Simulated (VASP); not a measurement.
Runs of VASP 6.6.1 on Ru. The structure is that of space group P6_3/mmc (No. 194), or close to it. The cells are those of the table. 

```tsv
task	cell	k mesh	cutoff (eV)	gap on the mesh (eV)	pressure (GPa)	relaxed volume (Å³/atom)	largest force (eV/Å)
single point	a = 3.996, b = 3.996, c = 5.486 Å, angles 90.0, 90.0, 120.0°, 4 atoms	15 × 15 × 8	520	none	0.3	-	0.04
single point	a = 3.986, b = 3.986, c = 5.530 Å, angles 90.0, 90.0, 120.0°, 4 atoms	6 × 6 × 4	520	none	0.3	-	0.03
single point	a = 4.110, b = 4.110, c = 4.672 Å, angles 90.0, 90.0, 120.0°, 4 atoms	6 × 6 × 4	520	none	0.3	-	-
relaxation of cell and atoms	relaxed from a = 4.088, b = 4.088, c = 4.753 Å, angles 90.0, 90.0, 120.0°, 4 atoms	6 × 6 × 4	600	-	0.1	17.10	-
relaxation of cell and atoms	relaxed from a = 3.379, b = 3.379, c = 5.576 Å, angles 90.0, 90.0, 120.0°, 4 atoms	6 × 6 × 4	600	none	0.0	(a)	0.03
single point	a = 3.379, b = 3.379, c = 5.576 Å, angles 90.0, 90.0, 120.0°, 4 atoms	6 × 6 × 4	520	none	146.2	-	0.04
single point	a = 4.103, b = 4.103, c = 4.689 Å, angles 90.0, 90.0, 120.0°, 4 atoms	15 × 15 × 10	520	none	0.3	-	-
```

Alike in all rows: level PBEsol; potentials or basis VASP PAW PBE potentials, release 64 (Ru_pv); no spin polarisation; smearing gaussian 0.1 eV.

Q: Fill in the values left out.

A: (a) 19.03.

Caveats: the PAW data sets were made with another functional, which shifts forces and pressure a little; the bands computed are all filled at some k points, so no gap is given (some runs); the volume moved by over 15 % at a fixed basis, so the end points are rough (some runs).

A k mesh can miss the band edges, and the runs leave out spin-orbit coupling on Ru.

A gap of «none» marks levels without a gap at the run's occupations.
